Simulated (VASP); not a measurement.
Input of a VASP 6.6.1 run:

INCAR

```
SYSTEM = WC
PREC     = Accurate       ! precision mode
ENCUT    = 520            ! plane-wave cutoff, eV
EDIFF    = 1E-7           ! SCF threshold, eV
ISMEAR   = 0              ! smearing method
SIGMA    = 0.1            ! smearing width, eV
LREAL    = .FALSE.        ! projectors in reciprocal space
LASPH    = .TRUE.         ! aspherical terms in the spheres
NELM     = 80             ! most SCF steps
ALGO     = Normal         ! electronic algorithm
ISIF     = 2              ! what is computed and relaxed
LWAVE    = .FALSE.        ! write WAVECAR
LCHARG   = .FALSE.        ! write CHGCAR
GGA      = PS             ! functional
NBANDS   = 16             ! bands
```

File KPOINTS:

```
Automatic mesh
0
G
  24 24 18
  0 0 0
```

POSCAR

```
WC
1.0
    2.9074128511      0.0000000000      0.0000000000
   -1.4537064255      2.5178933883      0.0000000000
    0.0000000000      0.0000000000      2.7853405027
W C
1 1
Direct
    0.0000000005     -0.0000000005      0.0000000000
    0.6666666661      0.3333333339      0.5000000000
```

Potentials or basis: VASP PAW PBE potentials, release 64 (W_sv, C).

Command:

```console
$ cat potpaw_PBE.64/W_sv/POTCAR potpaw_PBE.64/C/POTCAR > POTCAR
$ mpirun -np 1 vasp_std > vasp.out
```

Task: Estimate the pressure.

Result: 6.0 GPa.

Task: What does it give for the band gap on the k mesh?

Result: Zero (bands 9 and 10 overlap by 1.40 eV).

Stress tensor (GPa, compression positive):
```
 1.22  0.00  0.00
 0.00  1.22  0.00
 0.00  0.00 15.58
```

Caveat: the cell differs from its parent crystal (uniaxial strain along c: -1.5 %, then relaxed in part); the cell stands under pressure; the PAW data sets were made with another functional, which shifts forces and pressure a little; spin-orbit coupling is left out, which moves the levels of the heavy elements.
